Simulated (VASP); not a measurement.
# Ru12C (a cell with a defect) in VASP: single point with LDA

Aim: the single point of Ru12C (a cell with a defect) with LDA.

Program: VASP 6.6.1. These are calculated values, not measurements. Logs are shortened: lines on timing, memory, paths and dates and some standing lists are left out, and cuts for length are marked.

**1. The cell of the first run**

The cell holds a defect, 13 atoms: a = 5.400 Å, b = 8.100 Å, c = 4.277 Å, α = 90.00°, β = 90.00°, γ = 120.00°.

**2. Single point, LDA**

Input file INCAR:

```
SYSTEM = Ru12C
ALGO = Normal ; EDIFF = 1E-7
ENCUT = 520 ; GGA = CA
ISIF = 2 ; ISMEAR = 0
LASPH = .True. ; LCHARG = .False.
LREAL = .False. ; LWAVE = .False.
NBANDS = 98 ; NELM = 100
PREC = Accurate ; SIGMA = 0.1
```

Input file KPOINTS:

```
k-points
0
Gamma
  4 3 4
  0 0 0
```

Input file POSCAR:

```
Ru12C
1.0
    5.4000000000      0.0000000000      0.0000000000
   -4.0500000000      7.0148060000      0.0000000000
    0.0000000000      0.0000000000      4.2768000000
Ru C
12 1
Direct
    0.0030074889      0.0027652939     -0.0009635709
    0.2045329146      0.2703530219      0.4991259820
   -0.0057871801      0.3356040067     -0.0009458006
    0.1391352314      0.5478435184      0.4990151515
   -0.0003229184      0.6635509236     -0.0009930322
    0.1825312307      0.8713873199      0.4989924710
    0.5024576439     -0.0021152403     -0.0009834456
    0.6633880535      0.2152702441      0.4990413393
    0.5138914687      0.3382518348     -0.0009502432
    0.6801094136      0.5585634157      0.4990057987
    0.4883553615      0.6578970252     -0.0009988777
    0.6227561110      0.8629185183      0.4989548260
    0.0075181469      0.0157851835      0.4990684624
```

Potentials or basis: VASP PAW LDA potentials, release 64 (Ru_pv, C).

Started as:

```bash
$ cat potpaw_LDA.64/Ru_pv/POTCAR potpaw_LDA.64/C/POTCAR > POTCAR
$ mpirun -np 1 vasp_std > vasp.out
```

OUTCAR:

```text
SYSTEM = Ru12C
   EDIFF = 1E-7
   ENCUT = 520
   GGA = CA
   ISIF = 2
   ISMEAR = 0
   LASPH = .True.
   LREAL = .False.
   NELM = 100
   PREC = Accurate

 ion  position               nearest neighbor table
   1  0.003  0.003  0.999-  13 2.14  13 2.14   7 2.68   7 2.72   3 2.72   9 2.74   5 2.74   6 2.77
                             6 2.77  12 2.78  12 2.78  11 2.79   2 2.85   2 2.85
   2  0.205  0.270  0.499-  13 1.79   4 2.44  10 2.46   3 2.60   3 2.60   9 2.60   9 2.60   8 2.73
                             8 2.73   1 2.85   1 2.85   6 3.17  12 3.22
   3  0.994  0.336  0.999-   2 2.60   2 2.60   9 2.60   4 2.61   4 2.61  11 2.64   8 2.64   8 2.64
                             5 2.64   7 2.70   1 2.72   9 2.80
   4  0.139  0.548  0.499-   2 2.44   6 2.51  10 2.52  12 2.58   5 2.59   5 2.59   3 2.61   3 2.61
                             8 2.63  11 2.69  11 2.69  10 2.88
   5  1.000  0.664  0.999-   6 2.59   6 2.59   4 2.59   4 2.59  10 2.61  10 2.61   9 2.63   3 2.64
                            11 2.66   7 2.71  11 2.74   1 2.74
   6  0.183  0.871  0.499-  13 1.83  12 2.41   4 2.51   5 2.59   5 2.59   7 2.61   7 2.61  10 2.63
                             8 2.70   1 2.77   1 2.77  12 2.99   2 3.17
   7  0.502  0.998  0.999-   6 2.61   6 2.61   8 2.63   8 2.63  12 2.63  12 2.63   1 2.68   3 2.70
                             5 2.71  11 2.72   1 2.72   9 2.73
   8  0.663  0.215  0.499-   7 2.63   7 2.63   4 2.63   3 2.64   3 2.64   9 2.65   9 2.65   6 2.70
                             2 2.73   2 2.73  10 2.74  12 2.75
   9  0.514  0.338  0.999-   2 2.60   2 2.60   3 2.60   5 2.63  10 2.64  10 2.64   8 2.65   8 2.65
                            11 2.66   7 2.73   1 2.74   3 2.80
  10  0.680  0.559  0.499-   2 2.46   4 2.52   5 2.61   5 2.61   6 2.63  12 2.63   9 2.64   9 2.64
                            11 2.67  11 2.67   8 2.74   4 2.88
  11  0.488  0.658  0.999-  12 2.58  12 2.58   3 2.64   9 2.66   5 2.66  10 2.67  10 2.67   4 2.69
                             4 2.69   7 2.72   5 2.74   1 2.79
  12  0.623  0.863  0.499-  13 1.81   6 2.41  11 2.58  11 2.58   4 2.58   7 2.63   7 2.63  10 2.63
                             8 2.75   1 2.78   1 2.78   6 2.99   2 3.22
  13  0.008  0.016  0.499-   2 1.79  12 1.81   6 1.83   1 2.14   1 2.14

  LATTYP: Found a simple monoclinic cell.
 ALAT       =     5.4000000000
 B/A-ratio  =     0.7920000000
 C/A-ratio  =     1.3228756972
 COS(beta)  =    -0.1889822305

  Lattice vectors:

 A1 = (   5.4000000000,   0.0000000000,   0.0000000000)
 A2 = (   0.0000000000,   0.0000000000,   4.2768000000)
 A3 = (  -1.3500000000,  -7.0148060000,   0.0000000000)

Analysis of symmetry for initial positions (statically):
=====================================================================
 Subroutine PRICEL returns:
 Original cell was already a primitive cell.

 Routine SETGRP: Setting up the symmetry group for a
 simple monoclinic supercell.

 Subroutine GETGRP returns: Found  1 space group operations
 (whereof  1 operations were pure point group operations)
 out of a pool of  4 trial point group operations.

The static configuration has the point symmetry C_1 .

Analysis of symmetry for dynamics (positions and initial velocities):
=====================================================================
 Subroutine PRICEL returns:
 Original cell was already a primitive cell.

 Routine SETGRP: Setting up the symmetry group for a
 simple monoclinic supercell.

 Subroutine GETGRP returns: Found  1 space group operations
 (whereof  1 operations were pure point group operations)
 out of a pool of  4 trial point group operations.

The dynamic configuration has the point symmetry C_1 .

 Subroutine INISYM returns: Found  1 space group operations
 (whereof  1 operations are pure point group operations),
 and found     1 'primitive' translations

----------------------------------------------------------------------------------------

                                     Primitive cell

  volume of cell :     162.0050

  direct lattice vectors                    reciprocal lattice vectors
     5.400000000  0.000000000  0.000000000     0.185185185  0.106916713  0.000000000
    -4.050000000  7.014806000  0.000000000     0.000000000  0.142555617  0.000000000
     0.000000000  0.000000000  4.276800000     0.000000000  0.000000000  0.233819678

  length of vectors
     5.400000000  8.100000199  4.276800000     0.213833431  0.142555617  0.233819678

  position of ions in fractional coordinates (direct lattice)
     0.003007489  0.002765294  0.999036429
     0.204532915  0.270353022  0.499125982
     0.994212820  0.335604007  0.999054199
     0.139135231  0.547843518  0.499015151
     0.999677082  0.663550924  0.999006968
     0.182531231  0.871387320  0.498992471
     0.502457644  0.997884760  0.999016554
     0.663388054  0.215270244  0.499041339
     0.513891469  0.338251835  0.999049757
     0.680109414  0.558563416  0.499005799
     0.488355361  0.657897025  0.999001122
     0.622756111  0.862918518  0.498954826
     0.007518147  0.015785184  0.499068462

  ion indices of the primitive-cell ions
   primitive index   ion index
                 1           1
                 2           2
                 3           3
                 4           4
                 5           5
                 6           6
                 7           7
                 8           8
                 9           9
                10          10
                11          11
                12          12
                13          13

----------------------------------------------------------------------------------------

 KPOINTS: k-points

Automatic generation of k-mesh.
 Grid dimensions read from file:
 generate k-points for:    4    3    4

 Generating k-lattice:

  Cartesian coordinates                     Fractional coordinates (reciprocal lattice)
     0.046296296  0.026729178  0.000000000     0.250000000 -0.000000000  0.000000000
     0.000000000  0.047518539  0.000000000     0.000000000  0.333333333  0.000000000
     0.000000000  0.000000000  0.058454920     0.000000000  0.000000000  0.250000000

  Length of vectors
     0.053458358  0.047518539  0.058454920

  Shift w.r.t. Gamma in fractional coordinates (k-lattice)
     0.000000000  0.000000000  0.000000000

 Subroutine IBZKPT returns following result:
 ===========================================

 Found     26 irreducible k-points:

 Following reciprocal coordinates:
            Coordinates               Weight
  0.000000  0.000000  0.000000      1.000000
  0.250000  0.000000  0.000000      2.000000
  0.500000  0.000000  0.000000      1.000000
  0.000000  0.333333  0.000000      2.000000
  0.250000  0.333333  0.000000      2.000000
  0.500000  0.333333  0.000000      2.000000
[... 16 lines left out ...]
  0.000000  0.333333  0.500000      2.000000
  0.250000  0.333333  0.500000      2.000000
 [... further k-points ...]
   k-points           NKPTS =     26   k-points in BZ     NKDIM =     26   number of bands    NBANDS=     98
   number of dos      NEDOS =    301   number of ions     NIONS =     13
   total plane-waves  NPLWV =  76800
   dimension x,y,z NGX =    40 NGY =   60 NGZ =   32
   dimension x,y,z NGXF=    80 NGYF=  120 NGZF=   64
   ions per type =              12   1
   NGX,Y,Z   is equivalent  to a cutoff of  12.31, 12.31, 12.44 a.u.
   NGXF,Y,Z  is equivalent  to a cutoff of  24.63, 24.63, 24.88 a.u.
 SYSTEM =  Ru12C
   PREC   = accura    normal or accurate (medium, high low for compatibility)
   ISTART =      0    job   : 0-new  1-cont  2-samecut
   ICHARG =      2    charge: 1-file 2-atom 10-const
   ISPIN  =      1    spin polarized calculation?
   LNONCOLLINEAR =      F non collinear calculations
   LSORBIT =      F    spin-orbit coupling
   LASPH  =      T    aspherical Exc in radial PAW
   ENCUT  =  520.0 eV  38.22 Ry    6.18 a.u.  10.04 15.06  7.95*2*pi/ulx,y,z
   NELM   =    100;   NELMIN=  2; NELMDL= -5     # of ELM steps
   EDIFF  = 0.1E-06   stopping-criterion for ELM
   LREAL  =      F    real-space projection
   EDIFFG = 0.1E-05   stopping-criterion for IOM
   NSW    =      0    number of steps for IOM
   IBRION =     -1    ionic relax: 0-MD 1-quasi-New 2-CG
   NFREE  =      0    steps in history (QN), initial steepest desc. (CG)
   ISIF   =      2    stress and relaxation
   ISYM   =      2    0-nonsym 1-usesym 2-fastsym
   POTIM  = 0.5000    time-step for ionic-motion
   TEBEG  =    0.0;   TEEND  =   0.0 temperature during run
   PSTRESS=    0.0 pullay stress
   NELECT =     172.0000    total number of electrons
   NUPDOWN=      -1.0000    fix difference up-down
   EMIN   =  10.00;   EMAX   =-10.00  energy-range for DOS
   EFERMI =   0.00;   METHOD = LEGACY
   ISMEAR =     0;   SIGMA  =   0.10  broadening in eV -4-tet -1-fermi 0-gaus
   EFERMI_NEDOS =   21; number of points for ismear=-14 and -15
   IALGO  =     38    algorithm
   IMIX   =      4    mixing-type and parameters
     AMIX     =   0.40;   BMIX     =  1.00
     AMIX_MAG =   1.60;   BMIX_MAG =  1.00
  volume/ion in A,a.u.               =      12.46        84.10
  Fermi-wavevector in a.u.,A,eV,Ry     =   1.670096  3.156024 37.949666  2.789222
  Thomas-Fermi vector in A             =   2.755654
   LORBIT       =      0    0 simple, 1 ext, 2 COOP (PROOUT), +10 PAW based schemes
   GGA     = CA    functional components
   LHFCALC =     F    Hartree Fock is set to
   AEXX    =    0.0000 exact exchange contribution
   IVDW    =     0    specifies the selected vdW correction
   LEPSILON=     F    determine dielectric tensor
   LRPA    =     F    only Hartree local field effects (RPA)
 non-spin polarized calculation
 Gauss-broadening in eV      SIGMA  =   0.10
  energy-cutoff  :      520.00
  volume of cell :      162.00
 maximum number of plane-waves:      4388
   NGX = 21   NGY = 31   NGZ = 15

 number of electron     172.0000012 magnetization

 Free energy of the ion-electron system (eV)
  ---------------------------------------------------
  ext. energy  EPLUGINS =         0.00000000
  ---------------------------------------------------
  free energy    TOTEN  =      -134.89073258 eV

  energy without entropy =     -134.83804170  energy(sigma->0) =     -134.86438714

 E-fermi :  13.5261     XC(G=0): -14.5709

 val. band max:       13.5173421401   @ k =   0.2500  -0.3333   0.2500
 cond. band min:      13.5504710963   @ k =   0.0000   0.3333   0.5000
 fundamental gap:      0.0331289561
 Fermi energy:        13.5260822337

 k-point     1 :       0.0000    0.0000    0.0000
  band No.  band energies     occupation
      1     -30.4824      2.00000
      2     -30.3253      2.00000
      3     -30.2399      2.00000
      4     -29.9752      2.00000
      5     -29.9491      2.00000
      6     -29.9152      2.00000
[... 90 lines left out ...]
     97      15.0637      0.00000
     98      15.1077      0.00000

 k-point     2 :       0.2500    0.0000    0.0000
  band No.  band energies     occupation
      1     -30.4355      2.00000
      2     -30.2813      2.00000
      3     -30.1887      2.00000
      4     -29.9752      2.00000
      5     -29.9736      2.00000
      6     -29.9412      2.00000
[... 2211 lines left out ...]
     97      14.9740      0.00000
     98      14.9970      0.00000

 k-point    24 :       0.2500    0.3333    0.5000
  band No.  band energies     occupation
      1     -30.5004      2.00000
      2     -30.3319      2.00000
      3     -30.1213      2.00000
      4     -30.0999      2.00000
      5     -30.0408      2.00000
      6     -30.0028      2.00000
[... 90 lines left out ...]
     97      14.8011      0.00000
     98      14.9258      0.00000

 [... further k-points ...]

------------------------ aborting loop because EDIFF is reached ----------------------------------------

  FORCE on cell =-STRESS in cart. coord.  units (eV):
  Direction    XX          YY          ZZ          XY          YZ          ZX
  --------------------------------------------------------------------------------------
  -------------------------------------------------------------------------------------
  Total       18.2383494     20.4617192      1.9733645      1.4193345      0.0101878      0.0007420
  in kB      180.3714293    202.3598443     19.5159423     14.0367630      0.1007539      0.0073381
  external PRESSURE =     134.0824053 kB  Pullay stress =       0.0000000 kB

 VOLUME and BASIS-vectors are now :
 -----------------------------------------------------------------------------
  energy-cutoff  :      520.00
  volume of cell :      162.00
      direct lattice vectors                 reciprocal lattice vectors
     5.400000000  0.000000000  0.000000000     0.185185185  0.106916713  0.000000000
    -4.050000000  7.014806000  0.000000000     0.000000000  0.142555617  0.000000000
     0.000000000  0.000000000  4.276800000     0.000000000  0.000000000  0.233819678

 POSITION                                       TOTAL-FORCE (eV/Angst)
 -----------------------------------------------------------------------------------
      0.00504      0.01940      4.27268         0.001680      0.002449      0.000158
      0.00955      1.89647      2.13466         0.007402      0.079551     -0.000868
      4.00955      2.35420      4.27275         0.007736     -0.013048      0.000166
     -1.46744      3.84302      2.13419         0.023755      0.006555      0.000094
      2.71088      4.65468      4.27255        -0.010574      0.010299      0.000063
     -2.54345      6.11261      2.13409         0.046891     -0.025433     -0.000066
     -1.32816      6.99997      4.27259         0.000868      0.002607     -0.000172
      2.71045      1.51008      2.13430        -0.004730     -0.001461      0.000030
      1.40509      2.37277      4.27274        -0.006240     -0.008715      0.000128
      1.41041      3.91821      2.13415        -0.017876      0.004077      0.000202
     -0.02736      4.61502      4.27253         0.007601     -0.002155     -0.000235
     -0.13194      6.05321      2.13393        -0.060584     -0.041324      0.000667
     -0.02333      0.11073      2.13442         0.004070     -0.013403     -0.000168
 -----------------------------------------------------------------------------------
    total drift:                                0.000739     -0.000326      0.000568

  FREE ENERGIE OF THE ION-ELECTRON SYSTEM (eV)
  ---------------------------------------------------
  free  energy   TOTEN  =      -134.8907325842 eV

  energy  without entropy=     -134.8380416984  energy(sigma->0) =     -134.86438714
```

It took 16 min on 1 thread of Intel Xeon 8259CL, shared host; peak memory 0.4 GiB.

Results:

```
Free energy            : -134.8907 eV
Pressure               : 13.4 GPa
Largest force          : 0.080 eV/Å
Band gap on the k mesh : zero (bands 86 and 87 overlap by 0.61 eV)
```

Forces on the atoms (eV/Å):
```
Ru   0.002  0.002  0.000
Ru   0.007  0.080 -0.001
Ru   0.008 -0.013  0.000
Ru   0.024  0.007  0.000
Ru  -0.011  0.010  0.000
Ru   0.047 -0.025  0.000
Ru   0.001  0.003  0.000
Ru  -0.005 -0.001  0.000
Ru  -0.006 -0.009  0.000
Ru  -0.018  0.004  0.000
Ru   0.008 -0.002  0.000
Ru  -0.061 -0.041  0.001
C    0.004 -0.013  0.000
```

Stress tensor (GPa, compression positive):
```
18.04  1.40  0.00
 1.40 20.24  0.01
 0.00  0.01  1.95
```

Levels at points of the mesh, in eV from the Fermi level:
```tsv
k point	band 82	band 83	band 84	band 85	band 86	band 87	band 88	band 89	band 90	band 91
(0.00, 0.00, 0.00)	-0.95	-0.35	-0.13	0.06	0.12	0.28	0.43	0.47	0.51	0.66
(0.50, 0.00, 0.00)	-1.23	-1.02	-0.87	-0.81	-0.77	-0.23	-0.09	0.04	0.22	0.52
(0.00, 0.00, 0.50)	-0.93	-0.44	-0.12	-0.10	0.14	0.21	0.22	0.43	0.48	0.55
(0.50, 0.00, 0.50)	-1.24	-1.19	-1.04	-0.32	-0.19	-0.01	0.15	0.19	0.44	0.53
```

Caveat: the k points lie up to 0.37 Å⁻¹ apart, too coarse for converged energies and pressures of a metal.
